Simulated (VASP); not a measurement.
A run of VASP 6.6.1 is set up as follows.

The input INCAR:

```
SYSTEM = HC12
ALGO = Normal ; DIPOL = 0.5 0.5 0.288
EDIFF = 1E-6 ; ENCUT = 520
GGA = PE ; IDIPOL = 3
ISIF = 2 ; ISMEAR = 0
LASPH = .True. ; LCHARG = .False.
LDIPOL = .True. ; LREAL = Auto
LWAVE = .False. ; NBANDS = 68
NELM = 60 ; PREC = Accurate
SIGMA = 0.05
```

File KPOINTS:

```
k-points
0
Gamma
  5 5 1
  0 0 0
```

Contents of POSCAR:

```
HC12
1.0
    5.0509324483      0.0000000000      0.0000000000
    0.0000000000      5.0509324483      0.0000000000
    0.0000000000      0.0000000000     22.3754933530
C H
24 2
Direct
    0.0000000000      0.2500000000      0.1787670080
    0.0000000000      0.7500000000      0.1787670080
    0.5000000000      0.2500000000      0.1787670080
    0.5000000000      0.7500000000      0.1787670080
    0.0000000000      0.0000000000      0.2186716990
    0.0000000000      0.5000000000      0.2186716990
    0.5000000000      0.0000000000      0.2186716990
    0.5000000000      0.5000000000      0.2186716990
    0.2500000000      0.0000000000      0.2585763899
    0.2500000000      0.5000000000      0.2585763899
    0.7500000000      0.0000000000      0.2585763899
    0.7500000000      0.5000000000      0.2585763899
    0.2500000000      0.2500000000      0.2976014419
    0.2500000000      0.7500000000      0.2976014419
    0.7500000000      0.2500000000      0.2976014419
    0.7500000000      0.7500000000      0.2976014419
    0.0000000000      0.2500000000      0.3394883053
    0.0000000000      0.7500000000      0.3394883053
    0.5000000000      0.2500000000      0.3394883053
    0.5000000000      0.7500000000      0.3394883053
    0.0000000000      0.0000000000      0.3743154719
    0.0000000000      0.5000000000      0.3743154719
    0.5000000000      0.0000000000      0.3743154719
    0.5000000000      0.5000000000      0.3743154719
    0.8520075238      0.3750000000      0.4087281209
    1.1479924762      0.3750000000      0.4087281209
```

Potentials or basis: VASP PAW PBE potentials, release 64 (C, H).

Launch:

```bash
$ cat potpaw_PBE.64/C/POTCAR potpaw_PBE.64/H/POTCAR > POTCAR
$ mpirun -np 1 vasp_std > vasp.out
```

**Question.** What does it give for the largest force?

**Answer.** 6.126 eV/Å.

**Question.** What does it give for the band gap on the k mesh?

**Answer.** Zero (bands 49 and 50 overlap by 0.23 eV).

Forces on the atoms (eV/Å):
```
C    0.000  0.018  2.145
C    0.000 -0.026  2.132
C    0.000  0.051  2.230
C    0.000 -0.061  2.225
C    0.000  0.009 -2.511
C    0.000  0.011 -2.482
C    0.000 -0.060 -2.519
C    0.000  0.014 -2.620
C    0.212  0.032  0.124
C    0.131 -0.049  0.228
C   -0.212  0.032  0.124
C   -0.131 -0.049  0.228
C   -0.370 -0.120 -0.087
C   -0.269 -0.217  0.181
C    0.370 -0.120 -0.087
C    0.269 -0.217  0.181
C    0.000 -1.076 -3.510
C    0.000  0.986  0.042
C    0.000  0.008 -0.124
C    0.000  0.082  0.119
C    0.000  0.353  0.593
C    0.000 -5.023  3.508
C    0.000  0.184  0.109
C    0.000 -0.646  0.293
H   -0.388  2.942 -0.262
H    0.388  2.942 -0.262
```
